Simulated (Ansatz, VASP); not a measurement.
## Two plane-wave programs on TePb

```
CELL_PARAMETERS angstrom
0.00000 3.13016 3.13016
3.13016 0.00000 3.13016
3.13016 3.13016 0.00000
ATOMIC_POSITIONS crystal
Pb 0.00000 0.00000 0.00000
Te 0.50000 0.50000 0.50000
```

Change from the starting cell: volume scaled by 0.88, PAW files.

Alike in both runs: task single point; functional r2SCAN; k mesh 12 × 12 × 12; occupations fermi-dirac, width 0.08 eV; no spin polarisation.

|  | VASP | Ansatz |
| --- | --- | --- |
| version | VASP 6.6.1 | Ansatz 0.2.0 |
| potentials or method | VASP PAW PBE potentials, release 64 (Pb_d, Te) | PAW with Ansatz's default frozen-core files, scalar-relativistic |
| plane-wave cutoff (eV) | 520 | 500 |
| valence electrons in the cell | 20 | 30 |

|  | VASP | Ansatz | Ansatz less VASP |
| --- | --- | --- | --- |
| pressure (GPa) | 7.2 | 7.2 | -0.02 |

VASP's potentials were made for PBE, not for r2SCAN. VASP's potentials hold 20 valence electrons a cell and Ansatz's 30, so a difference there can come from the potentials and not from the codes.

Neither program's run includes spin-orbit coupling.
